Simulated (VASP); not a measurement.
# W (P6/mmm) in VASP: further runs

W is run at these levels: PBE; tasks: density of states.

Everything below comes from runs of VASP 6.6.1. Logs are shortened: lines on timing, memory, paths and dates and some standing lists are left out, and cuts for length are marked.

## Step 1: The cell of the first run

Symmetry: P6/mmm, No. 191, hexagonal system. The conventional cell has a = 2.788 Å, b = 2.788 Å, c = 2.602 Å, α = 90.00°, β = 90.00°, γ = 120.00°. Within 3.4 Å of W (site symmetry 6/mmm) lie 8 W at 2.60 to 2.79 Å.

## Step 2: Density of states, PBE

Input file POSCAR:

```
W
1.0
    2.7875065645      0.0000000000      0.0000000000
   -1.3937532822      2.4140514981      0.0000000000
    0.0000000000      0.0000000000      2.6015527917
W
1
Direct
    0.0000000000      0.0000000000      0.0000000000
```

Input file INCAR.step1:

```
SYSTEM = W
ALGO = Normal ; EDIFF = 1E-6
ENCUT = 520 ; GGA = PE
ISIF = 2 ; ISMEAR = -1
LASPH = .True. ; LCHARG = .True.
LMAXMIX = 4 ; LREAL = .False.
LWAVE = .False. ; NBANDS = 13
NELM = 80 ; PREC = Accurate
SIGMA = 0.08
```

Input file KPOINTS.step1:

```
k-points
0
Gamma
  18 18 16
  0 0 0
```

Input file INCAR.step2:

```
SYSTEM = W
ALGO = Normal ; EDIFF = 1E-6
ENCUT = 520 ; GGA = PE
ICHARG = 11 ; ISIF = 2
ISMEAR = -5 ; LASPH = .True.
LCHARG = .False. ; LMAXMIX = 4
LORBIT = 10 ; LREAL = .False.
LWAVE = .False. ; NEDOS = 1001
NELM = 80 ; PREC = Accurate
SIGMA = 0.08
```

Input file KPOINTS.step2:

```
k-points
0
Gamma
  27 27 24
  0 0 0
```

Potentials or basis: VASP PAW PBE potentials, release 64 (W_sv).

The run is started by

```
cat potpaw_PBE.64/W_sv/POTCAR > POTCAR
cp INCAR.step1 INCAR
cp KPOINTS.step1 KPOINTS
mpirun -np 1 vasp_std > vasp.out
cp INCAR.step2 INCAR
cp KPOINTS.step2 KPOINTS
mpirun -np 1 vasp_std > vasp.out
```

OUTCAR:

```text
SYSTEM = W
   EDIFF = 1E-6
   ENCUT = 520
   GGA = PE
   ICHARG = 11
   ISIF = 2
   ISMEAR = -5
   LASPH = .True.
   LORBIT = 10
   LREAL = .False.
   NELM = 80
   PREC = Accurate

 ion  position               nearest neighbor table
   1  0.000  0.000  0.000-

  LATTYP: Found a hexagonal cell.
 ALAT       =     2.7875065645
 C/A-ratio  =     0.9332902834

  Lattice vectors:

 A1 = (   2.7875065645,   0.0000000000,   0.0000000000)
 A2 = (  -1.3937532822,   2.4140514981,   0.0000000000)
 A3 = (   0.0000000000,   0.0000000000,   2.6015527917)

Analysis of symmetry for initial positions (statically):
=====================================================================
 Subroutine PRICEL returns:
 Original cell was already a primitive cell.

 Routine SETGRP: Setting up the symmetry group for a
 hexagonal supercell.

 Subroutine GETGRP returns: Found 24 space group operations
 (whereof 24 operations were pure point group operations)
 out of a pool of 24 trial point group operations.

The static configuration has the point symmetry D_6h.

Analysis of symmetry for dynamics (positions and initial velocities):
=====================================================================
 Subroutine PRICEL returns:
 Original cell was already a primitive cell.

 Routine SETGRP: Setting up the symmetry group for a
 hexagonal supercell.

 Subroutine GETGRP returns: Found 24 space group operations
 (whereof 24 operations were pure point group operations)
 out of a pool of 24 trial point group operations.

The dynamic configuration has the point symmetry D_6h.

 Subroutine INISYM returns: Found 24 space group operations
 (whereof 24 operations are pure point group operations),
 and found     1 'primitive' translations

----------------------------------------------------------------------------------------

                                     Primitive cell

  volume of cell :      17.5063

  direct lattice vectors                    reciprocal lattice vectors
     2.787506565  0.000000000  0.000000000     0.358743550  0.207120685  0.000000000
    -1.393753282  2.414051498  0.000000000     0.000000000  0.414241370  0.000000000
     0.000000000  0.000000000  2.601552792     0.000000000  0.000000000  0.384385819

  length of vectors
     2.787506565  2.787506564  2.601552792     0.414241370  0.414241370  0.384385819

  position of ions in fractional coordinates (direct lattice)
     0.000000000  0.000000000  0.000000000

  ion indices of the primitive-cell ions
   primitive index   ion index
                 1           1

----------------------------------------------------------------------------------------

 KPOINTS: k-points

Automatic generation of k-mesh.
 Grid dimensions read from file:
 generate k-points for:   27   27   24

 Generating k-lattice:

  Cartesian coordinates                     Fractional coordinates (reciprocal lattice)
     0.013286798  0.007671136  0.000000000     0.037037037  0.000000000  0.000000000
     0.000000000  0.015342273  0.000000000     0.000000000  0.037037037  0.000000000
     0.000000000  0.000000000  0.016016076     0.000000000  0.000000000  0.041666667

  Length of vectors
     0.015342273  0.015342273  0.016016076

  Shift w.r.t. Gamma in fractional coordinates (k-lattice)
     0.000000000  0.000000000  0.000000000

 TETIRR: Found  17736 inequivalent tetrahedra from   104976

 Subroutine IBZKPT returns following result:
 ===========================================

 Found    975 irreducible k-points:

 Following reciprocal coordinates:
            Coordinates               Weight
  0.000000  0.000000  0.000000      1.000000
  0.037037 -0.000000  0.000000      6.000000
  0.074074 -0.000000  0.000000      6.000000
  0.111111 -0.000000  0.000000      6.000000
  0.148148  0.000000  0.000000      6.000000
  0.185185  0.000000  0.000000      6.000000
[... 16 lines left out ...]
  0.333333  0.037037  0.000000     12.000000
  0.370370  0.037037  0.000000     12.000000
 [... further k-points ...]
   k-points           NKPTS =    975   k-points in BZ     NKDIM =    975   number of bands    NBANDS=     11
   number of dos      NEDOS =   1001   number of ions     NIONS =      1
   total plane-waves  NPLWV =  11520
   dimension x,y,z NGX =    24 NGY =   24 NGZ =   20
   dimension x,y,z NGXF=    48 NGYF=   48 NGZF=   40
   ions per type =               1
   NGX,Y,Z   is equivalent  to a cutoff of  14.31, 14.31, 12.78 a.u.
   NGXF,Y,Z  is equivalent  to a cutoff of  28.63, 28.63, 25.56 a.u.
 SYSTEM =  W
   PREC   = accura    normal or accurate (medium, high low for compatibility)
   ISTART =      0    job   : 0-new  1-cont  2-samecut
   ICHARG =     11    charge: 1-file 2-atom 10-const
   ISPIN  =      1    spin polarized calculation?
   LNONCOLLINEAR =      F non collinear calculations
   LSORBIT =      F    spin-orbit coupling
   LASPH  =      T    aspherical Exc in radial PAW
   ENCUT  =  520.0 eV  38.22 Ry    6.18 a.u.   5.18  5.18  4.84*2*pi/ulx,y,z
   NELM   =     80;   NELMIN=  2; NELMDL=  0     # of ELM steps
   EDIFF  = 0.1E-05   stopping-criterion for ELM
   LREAL  =      F    real-space projection
   EDIFFG = 0.1E-04   stopping-criterion for IOM
   NSW    =      0    number of steps for IOM
   IBRION =     -1    ionic relax: 0-MD 1-quasi-New 2-CG
   NFREE  =      0    steps in history (QN), initial steepest desc. (CG)
   ISIF   =      2    stress and relaxation
   ISYM   =      2    0-nonsym 1-usesym 2-fastsym
   POTIM  = 0.5000    time-step for ionic-motion
   TEBEG  =    0.0;   TEEND  =   0.0 temperature during run
   PSTRESS=    0.0 pullay stress
   NELECT =      14.0000    total number of electrons
   NUPDOWN=      -1.0000    fix difference up-down
   EMIN   =  10.00;   EMAX   =-10.00  energy-range for DOS
   EFERMI =   0.00;   METHOD = LEGACY
   ISMEAR =    -5;   SIGMA  =   0.08  broadening in eV -4-tet -1-fermi 0-gaus
   EFERMI_NEDOS =   21; number of points for ismear=-14 and -15
   IALGO  =     38    algorithm
   IMIX   =      4    mixing-type and parameters
     AMIX     =   0.40;   BMIX     =  1.00
     AMIX_MAG =   1.60;   BMIX_MAG =  1.00
  volume/ion in A,a.u.               =      17.51       118.14
  Fermi-wavevector in a.u.,A,eV,Ry     =   1.519565  2.871561 31.416892  2.309076
  Thomas-Fermi vector in A             =   2.628533
   LORBIT       =     10    0 simple, 1 ext, 2 COOP (PROOUT), +10 PAW based schemes
   GGA     = PE    functional components
   LHFCALC =     F    Hartree Fock is set to
   AEXX    =    0.0000 exact exchange contribution
   IVDW    =     0    specifies the selected vdW correction
   LEPSILON=     F    determine dielectric tensor
   LRPA    =     F    only Hartree local field effects (RPA)
 non-spin polarized calculation
 Fermi weights with tetrahedron method with Bloechl corrections
  energy-cutoff  :      520.00
  volume of cell :       17.51
 maximum number of plane-waves:       483
 NGX is ok and might be reduce to    24

 number of electron      14.0000001 magnetization

 Free energy of the ion-electron system (eV)
  ---------------------------------------------------
  ext. energy  EPLUGINS =         0.00000000
  ---------------------------------------------------
  free energy    TOTEN  =       -11.78686960 eV

  energy without entropy =      -11.78686960  energy(sigma->0) =      -11.78686960

 E-fermi :   9.9897     XC(G=0): -12.9921

 val. band max:       10.1355785702   @ k =   0.3333   0.3333   0.2500
 cond. band min:       9.8807238771   @ k =   0.2593   0.2593   0.2917
 fundamental gap:     -0.2548546932
 Fermi energy:         9.9896795625

 k-point     1 :       0.0000    0.0000    0.0000
  band No.  band energies     occupation
      1     -64.0597      2.00000
      2     -27.7010      2.00000
      3     -27.7010      2.00000
      4     -27.6634      2.00000
      5       1.0752      2.00000
      6       5.5501      2.00000
      7       9.2195      2.00000
      8       9.2195      2.00000
      9      14.9166      0.00000
     10      14.9166      0.00000
     11      22.5337      0.00000

 k-point     2 :       0.0370   -0.0000    0.0000
  band No.  band energies     occupation
      1     -64.0584      2.00000
      2     -27.7169      2.00000
      3     -27.7046      2.00000
      4     -27.6617      2.00000
      5       1.1308      2.00000
      6       5.5743      2.00000
      7       9.1565      2.00000
      8       9.2723      2.00000
      9      14.8396      0.00000
     10      14.9050      0.00000
     11      22.6729      0.00000

 k-point     3 :       0.0741   -0.0000    0.0000
  band No.  band energies     occupation
      1     -64.0546      2.00000
      2     -27.7636      2.00000
      3     -27.7152      2.00000
      4     -27.6570      2.00000
      5       1.2950      2.00000
      6       5.6456      2.00000
      7       8.9797      2.00000
      8       9.4299      2.00000
      9      14.6225      0.00000
     10      14.8711      0.00000
     11      23.0749      0.00000

 k-point     4 :       0.1111   -0.0000    0.0000
  band No.  band energies     occupation
      1     -64.0485      2.00000
      2     -27.8381      2.00000
      3     -27.7321      2.00000
      4     -27.6493      2.00000
      5       1.5593      2.00000
      6       5.7598      2.00000
      7       8.7221      2.00000
      8       9.6899      2.10560
      9      14.2986      0.00000
     10      14.8173      0.00000
     11      23.6903      0.00000

 k-point     5 :       0.1481    0.0000    0.0000
  band No.  band energies     occupation
      1     -64.0405      2.00000
      2     -27.9356      2.00000
      3     -27.7545      2.00000
      4     -27.6391      2.00000
      5       1.9094      2.00000
      6       5.9077      2.00000
      7       8.4307      2.00000
      8      10.0483      0.49640
      9      13.9081      0.00000
     10      14.7469      0.00000
     11      24.3914      0.00000
[... 211 lines left out ...]
 k-point    21 :       0.2593    0.0370    0.0000
  band No.  band energies     occupation
      1     -64.0030      2.00000
      2     -28.3678      2.00000
      3     -27.8623      2.00000
      4     -27.5915      2.00000
      5       3.4860      2.00000
      6       6.2719      2.00000
      7       8.0347      2.00000
      8      12.0359      0.00000
      9      12.4695      0.00000
     10      14.4097      0.00000
     11      22.2565      0.00000

 k-point    22 :       0.2963    0.0370    0.0000
  band No.  band energies     occupation
      1     -63.9924      2.00000
      2     -28.4862      2.00000
      3     -27.8919      2.00000
      4     -27.5781      2.00000
      5       3.8677      2.00000
      6       6.2235      2.00000
      7       8.3317      2.00000
      8      12.1306      0.00000
      9      12.7255      0.00000
     10      14.3204      0.00000
     11      21.4067      0.00000

 k-point    23 :       0.3333    0.0370    0.0000
  band No.  band energies     occupation
      1     -63.9828      2.00000
      2     -28.5917      2.00000
      3     -27.9185      2.00000
      4     -27.5658      2.00000
      5       4.1490      2.00000
      6       6.1949      2.00000
      7       8.7372      2.00000
      8      11.8424      0.00000
      9      13.4330      0.00000
     10      14.2410      0.00000
     11      20.6567      0.00000

 k-point    24 :       0.3704    0.0370    0.0000
  band No.  band energies     occupation
      1     -63.9747      2.00000
      2     -28.6794      2.00000
      3     -27.9407      2.00000
      4     -27.5556      2.00000
      5       4.3142      2.00000
      6       6.2231      2.00000
      7       9.1739      2.00000
      8      11.6117      0.00000
      9      14.1172      0.00000
     10      14.1752      0.00000
     11      20.0297      0.00000

 [... further k-points ...]
[... 5 lines left out ...]
  --------------------------------------------------------------------------------------
  -------------------------------------------------------------------------------------
  Total       -0.1724155     -0.1724155      0.3384017     -0.0000000      0.0000000      0.0000000
  in kB      -15.7794523    -15.7794523     30.9704841     -0.0000000      0.0000000      0.0000000
  external PRESSURE =      -0.1961402 kB  Pullay stress =       0.0000000 kB

 VOLUME and BASIS-vectors are now :
 -----------------------------------------------------------------------------
  energy-cutoff  :      520.00
  volume of cell :       17.51
      direct lattice vectors                 reciprocal lattice vectors
     2.787506565  0.000000000  0.000000000     0.358743550  0.207120685  0.000000000
    -1.393753282  2.414051498  0.000000000     0.000000000  0.414241370  0.000000000
     0.000000000  0.000000000  2.601552792     0.000000000  0.000000000  0.384385819

 POSITION                                       TOTAL-FORCE (eV/Angst)
 -----------------------------------------------------------------------------------
      0.00000      0.00000      0.00000         0.000000      0.000000      0.000000
 -----------------------------------------------------------------------------------
    total drift:                               -0.000000     -0.000000     -0.000000

  FREE ENERGIE OF THE ION-ELECTRON SYSTEM (eV)
  ---------------------------------------------------
  free  energy   TOTEN  =       -11.7868695982 eV

  energy  without entropy=      -11.7868695982  energy(sigma->0) =      -11.78686960

 total charge

# of ion       s       p       d       tot
------------------------------------------
    1        2.423   6.250   3.415  12.088
```

Wall time 2.5 min (1 thread of Intel Xeon Platinum 8488C (Sapphire Rapids), shared host); peak memory 0.32 GiB.

What came out:

```
Valence electrons inside the program's atomic spheres : W 12.09
```

Caveat: spin-orbit coupling is left out, which moves the levels of the heavy elements; tetrahedron occupations give inexact forces and stress in metals.

## Step 3: Density of states, PBE

POSCAR is that of step 2.

Input file INCAR.step1:

```
PREC = Accurate ; ENCUT = 520
EDIFF = 1E-6 ; ISMEAR = -1
SIGMA = 0.08 ; LREAL = F
LASPH = T ; NELM = 80
ALGO = Normal ; ISIF = 2
LWAVE = F ; LCHARG = T
LMAXMIX = 4 ; GGA = PE
NBANDS = 13
```

Input file KPOINTS.step1:

```
regular mesh
0
Gamma
  18 18 16
```

Input file INCAR.step2:

```
PREC = Accurate ; ENCUT = 520
EDIFF = 1E-6 ; ISMEAR = -5
SIGMA = 0.08 ; LREAL = F
LASPH = T ; NELM = 80
ALGO = Normal ; ISIF = 2
LWAVE = F ; LCHARG = F
LMAXMIX = 4 ; GGA = PE
LORBIT = 11 ; NEDOS = 1001
ICHARG = 11
```

Input file KPOINTS.step2:

```
regular mesh
0
Gamma
  27 27 24
```

Potentials or basis: VASP PAW PBE potentials, release 64 (W_sv).

The run is started by

```
cat potpaw_PBE.64/W_sv/POTCAR > POTCAR
cp INCAR.step1 INCAR
cp KPOINTS.step1 KPOINTS
mpirun -np 1 vasp_std > vasp.out
cp INCAR.step2 INCAR
cp KPOINTS.step2 KPOINTS
mpirun -np 1 vasp_std > vasp.out
```

Run time: 2.1 min. Hardware: 1 thread of Intel Xeon Platinum 8488C (Sapphire Rapids), shared host; peak memory 0.32 GiB.

It converged, with:

- Valence electrons inside the program's atomic spheres: W 12.09

Levels at points of the mesh, in eV from the Fermi level:
```tsv
k point	band 4	band 5	band 6	band 7	band 8	band 9	band 10	band 11
(0.00, 0.00, 0.00)	-37.65	-8.91	-4.44	-0.77	-0.77	4.93	4.93	12.54
(0.00, 0.00, 0.50)	-37.56	-5.33	-0.89	0.14	0.14	1.11	1.11	9.86
```

Caveat: spin-orbit coupling is left out, which moves the levels of the heavy elements; tetrahedron occupations give inexact forces and stress in metals.
